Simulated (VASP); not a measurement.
# SiO2 (Cristobalite) (P4_12_12) in VASP: further runs, part 2 of 3

VASP 6.6.1. Earlier steps stand in the parts before.

## (3) Electric field gradients, PBEsol

The input, INCAR:

```
  PREC = Accurate
  ENCUT = 520
  EDIFF = 1E-8
  ISMEAR = -1
  SIGMA = 0.02
  LREAL = False
  LASPH = True
  NELM = 80
  ALGO = Normal
  ISIF = 2
  LWAVE = False
  LCHARG = False
  GGA = PS
  LEFG = True
  NBANDS = 44
```

The input, KPOINTS:

```
regular mesh
0
Gamma
  5 5 4
```

The input, POSCAR:

```
SiO2
1.0
    4.9820000000      0.0000000000      0.0000000000
    0.0000000000      4.9820000000      0.0000000000
    0.0000000000      0.0000000000      6.9630000000
Si O
4 8
Direct
    0.2989700000      0.2989700000      0.0000000000
    0.2010300000      0.7989700000      0.2500000000
    0.7010300000      0.7010300000      0.5000000000
    0.7989700000      0.2010300000      0.7500000000
    0.2398900000      0.1034700000      0.1781300000
    0.3965300000      0.7398900000      0.4281300000
    0.7601100000      0.8965300000      0.6781300000
    0.6034700000      0.2601100000      0.9281300000
    0.7398900000      0.3965300000      0.5718700000
    0.8965300000      0.7601100000      0.3218700000
    0.2601100000      0.6034700000      0.0718700000
    0.1034700000      0.2398900000      0.8218700000
```

Potentials or basis: VASP PAW PBE potentials, release 64 (Si, O).

Command:

```console
$ cat potpaw_PBE.64/Si/POTCAR potpaw_PBE.64/O/POTCAR > POTCAR
$ mpirun -np 1 vasp_std > vasp.out
```

OUTCAR:

```text
PREC = Accurate
   ENCUT = 520
   EDIFF = 1E-8
   ISMEAR = -1
   LREAL = False
   LASPH = True
   NELM = 80
   ISIF = 2
   GGA = PS

 ion  position               nearest neighbor table
   1  0.299  0.299  0.000-   5 1.60  12 1.60  11 1.61   8 1.61   2 3.08   4 3.08   2 3.08   4 3.08

   2  0.201  0.799  0.250-   6 1.60  11 1.60  10 1.61   5 1.61   1 3.08   3 3.08   1 3.08   3 3.08

   3  0.701  0.701  0.500-   7 1.60  10 1.60   9 1.61   6 1.61   2 3.08   4 3.08   4 3.08   2 3.08

   4  0.799  0.201  0.750-   8 1.60   9 1.60   7 1.61  12 1.61   1 3.08   3 3.08   3 3.08   1 3.08

   5  0.240  0.103  0.178-   1 1.60   2 1.61
   6  0.397  0.740  0.428-   2 1.60   3 1.61
   7  0.760  0.897  0.678-   3 1.60   4 1.61
   8  0.603  0.260  0.928-   4 1.60   1 1.61
   9  0.740  0.397  0.572-   4 1.60   3 1.61
  10  0.897  0.760  0.322-   3 1.60   2 1.61
  11  0.260  0.603  0.072-   2 1.60   1 1.61
  12  0.103  0.240  0.822-   1 1.60   4 1.61

  LATTYP: Found a simple tetragonal cell.
 ALAT       =     4.9820000000
 C/A-ratio  =     1.3976314733

  Lattice vectors:

 A1 = (   4.9820000000,   0.0000000000,   0.0000000000)
 A2 = (   0.0000000000,   4.9820000000,   0.0000000000)
 A3 = (   0.0000000000,   0.0000000000,   6.9630000000)

Analysis of symmetry for initial positions (statically):
=====================================================================
 Subroutine PRICEL returns:
 Original cell was already a primitive cell.

 Routine SETGRP: Setting up the symmetry group for a
 simple tetragonal supercell.

 Subroutine GETGRP returns: Found  8 space group operations
 (whereof  2 operations were pure point group operations)
 out of a pool of 16 trial point group operations.

The static configuration has the point symmetry C_2 .
 The point group associated with its full space group is D_4 .

Analysis of symmetry for dynamics (positions and initial velocities):
=====================================================================
 Subroutine PRICEL returns:
 Original cell was already a primitive cell.

 Routine SETGRP: Setting up the symmetry group for a
 simple tetragonal supercell.

 Subroutine GETGRP returns: Found  8 space group operations
 (whereof  2 operations were pure point group operations)
 out of a pool of 16 trial point group operations.

The dynamic configuration has the point symmetry C_2 .
 The point group associated with its full space group is D_4 .

 Subroutine INISYM returns: Found  8 space group operations
 (whereof  2 operations are pure point group operations),
 and found     1 'primitive' translations

----------------------------------------------------------------------------------------

                                     Primitive cell

  volume of cell :     172.8239

  direct lattice vectors                    reciprocal lattice vectors
     4.982000000  0.000000000  0.000000000     0.200722601  0.000000000  0.000000000
     0.000000000  4.982000000  0.000000000     0.000000000  0.200722601  0.000000000
[... 151 lines left out ...]
 Fermi energy:         0.4895962422

 k-point     1 :       0.0000    0.0000    0.0000
  band No.  band energies     occupation
      1     -19.4326      2.00000
      2     -18.5157      2.00000
      3     -18.5157      2.00000
      4     -17.3199      2.00000
      5     -17.2677      2.00000
      6     -17.2646      2.00000
[... 835 lines left out ...]
     43      10.8069      0.00000
     44      10.8069      0.00000

------------------------ aborting loop because EDIFF is reached ----------------------------------------

  FORCE on cell =-STRESS in cart. coord.  units (eV):
  Direction    XX          YY          ZZ          XY          YZ          ZX
  --------------------------------------------------------------------------------------
  -------------------------------------------------------------------------------------
  Total        4.6280773      4.6280773      5.3176544      0.0000000     -0.0000000      0.0000000
  in kB       42.9049450     42.9049450     49.2977222      0.0000000     -0.0000000      0.0000000
  external PRESSURE =      45.0358707 kB  Pullay stress =       0.0000000 kB

 VOLUME and BASIS-vectors are now :
 -----------------------------------------------------------------------------
  energy-cutoff  :      520.00
  volume of cell :      172.82
      direct lattice vectors                 reciprocal lattice vectors
     4.982000000  0.000000000  0.000000000     0.200722601  0.000000000  0.000000000
     0.000000000  4.982000000  0.000000000     0.000000000  0.200722601  0.000000000
     0.000000000  0.000000000  6.963000000     0.000000000  0.000000000  0.143616257

 POSITION                                       TOTAL-FORCE (eV/Angst)
 -----------------------------------------------------------------------------------
      1.48947      1.48947      0.00000         0.114480      0.114480      0.000000
      1.00153      3.98047      1.74075        -0.114480      0.114480      0.000000
      3.49253      3.49253      3.48150        -0.114480     -0.114480      0.000000
      3.98047      1.00153      5.22225         0.114480     -0.114480      0.000000
      1.19513      0.51549      1.24032        -0.069274      0.038623      0.311300
      1.97551      3.68613      2.98107        -0.038623     -0.069274      0.311300
      3.78687      4.46651      4.72182         0.069274     -0.038623      0.311300
      3.00649      1.29587      6.46257         0.038623      0.069274      0.311300
      3.68613      1.97551      3.98193        -0.069274     -0.038623     -0.311300
      4.46651      3.78687      2.24118        -0.038623      0.069274     -0.311300
      1.29587      3.00649      0.50043         0.069274      0.038623     -0.311300
      0.51549      1.19513      5.72268         0.038623     -0.069274     -0.311300
 -----------------------------------------------------------------------------------
    total drift:                                0.000000     -0.000000     -0.000000

  FREE ENERGIE OF THE ION-ELECTRON SYSTEM (eV)
  ---------------------------------------------------
  free  energy   TOTEN  =       -98.6251013083 eV

  energy  without entropy=      -98.6251013083  energy(sigma->0) =      -98.62510131

 Electric field gradients (V/A^2)
---------------------------------------------------------------------
 ion       V_xx      V_yy      V_zz      V_xy      V_xz      V_yz
---------------------------------------------------------------------
   1       0.679     0.679    -1.357    -0.034     1.539    -1.539
   2       0.679     0.679    -1.357     0.034     1.539     1.539
   3       0.679     0.679    -1.357    -0.034    -1.539     1.539
   4       0.679     0.679    -1.357     0.034    -1.539    -1.539
   5     -45.287    42.446     2.841    17.099   -12.571   -55.937
   6      42.446   -45.287     2.841   -17.099    55.937   -12.571
   7     -45.287    42.446     2.841    17.099    12.571    55.937
   8      42.446   -45.287     2.841   -17.099   -55.937    12.571
   9     -45.287    42.446     2.841   -17.099    12.571   -55.937
  10      42.446   -45.287     2.841    17.099   -55.937   -12.571
  11     -45.287    42.446     2.841   -17.099   -12.571    55.937
  12      42.446   -45.287     2.841    17.099    55.937    12.571
---------------------------------------------------------------------

 Electric field gradients after diagonalization (V/A^2)
 (convention: |V_zz| > |V_xx| > |V_yy|)
----------------------------------------------------------------------
 ion       V_xx      V_yy      V_zz     asymmetry (V_yy - V_xx)/ V_zz
----------------------------------------------------------------------
   1       2.087     0.645    -2.732       0.528
   2       2.087     0.645    -2.732       0.528
   3       2.087     0.645    -2.732       0.528
   4       2.087     0.645    -2.732       0.528
   5     -48.744   -36.683    85.427       0.141
   6     -48.744   -36.683    85.427       0.141
   7     -48.744   -36.683    85.427       0.141
   8     -48.744   -36.683    85.427       0.141
   9     -48.744   -36.683    85.427       0.141
  10     -48.744   -36.683    85.427       0.141
  11     -48.744   -36.683    85.427       0.141
  12     -48.744   -36.683    85.427       0.141
----------------------------------------------------------------------

           NMR quadrupolar parameters

 Cq : quadrupolar parameter    Cq=e*Q*V_zz/h
 eta: asymmetry parameters     (V_yy - V_xx)/ V_zz
 Q  : nuclear electric quadrupole moment in mb (millibarn)
----------------------------------------------------------------------
 ion       Cq(MHz)       eta       Q (mb)
----------------------------------------------------------------------
   1      -0.007       0.528       1.000
   2      -0.007       0.528       1.000
   3      -0.007       0.528       1.000
   4      -0.007       0.528       1.000
   5       0.207       0.141       1.000
   6       0.207       0.141       1.000
   7       0.207       0.141       1.000
   8       0.207       0.141       1.000
   9       0.207       0.141       1.000
  10       0.207       0.141       1.000
  11       0.207       0.141       1.000
  12       0.207       0.141       1.000
----------------------------------------------------------------------
```

Run time: 4.1 min. Hardware: 1 thread of Intel Xeon 8259CL, shared host; peak memory 0.31 GiB.

What came out:

```
Free energy            : -98.6251 eV
Pressure               : 4.5 GPa
Largest force          : 0.321 eV/Å
Band gap on the k mesh : 5.71 eV, direct
```

Forces in eV/Å, atoms in the order of the input:
```
Si   0.114  0.114  0.000
Si  -0.114  0.114  0.000
Si  -0.114 -0.114  0.000
Si   0.114 -0.114  0.000
O   -0.069  0.039  0.311
O   -0.039 -0.069  0.311
O    0.069 -0.039  0.311
O    0.039  0.069  0.311
O   -0.069 -0.039 -0.311
O   -0.039  0.069 -0.311
O    0.069  0.039 -0.311
O    0.039 -0.069 -0.311
```

Stress tensor (GPa, compression positive):
```
4.29 0.00 0.00
0.00 4.29 0.00
0.00 0.00 4.93
```

Electric field gradients, principal values (V/Å²):
| atom | least | middle | greatest (by size) |
| --- | --- | --- | --- |
| 1 Si | 0.645 | 2.087 | -2.732 |
| 2 Si | 0.645 | 2.087 | -2.732 |
| 3 Si | 0.645 | 2.087 | -2.732 |
| 4 Si | 0.645 | 2.087 | -2.732 |
| 5 O | -36.683 | -48.744 | 85.427 |
| 6 O | -36.683 | -48.744 | 85.427 |
| 7 O | -36.683 | -48.744 | 85.427 |
| 8 O | -36.683 | -48.744 | 85.427 |
| 9 O | -36.683 | -48.744 | 85.427 |
| 10 O | -36.683 | -48.744 | 85.427 |
| 11 O | -36.683 | -48.744 | 85.427 |
| 12 O | -36.683 | -48.744 | 85.427 |

Caveat: without QUAD_EFG the Cq values of the log hold for a quadrupole moment of 1 mb, not for the nuclei; the PAW data sets were made with another functional, which shifts forces and pressure a little. A k mesh can miss the band edges.

[end of part 2 of 3]
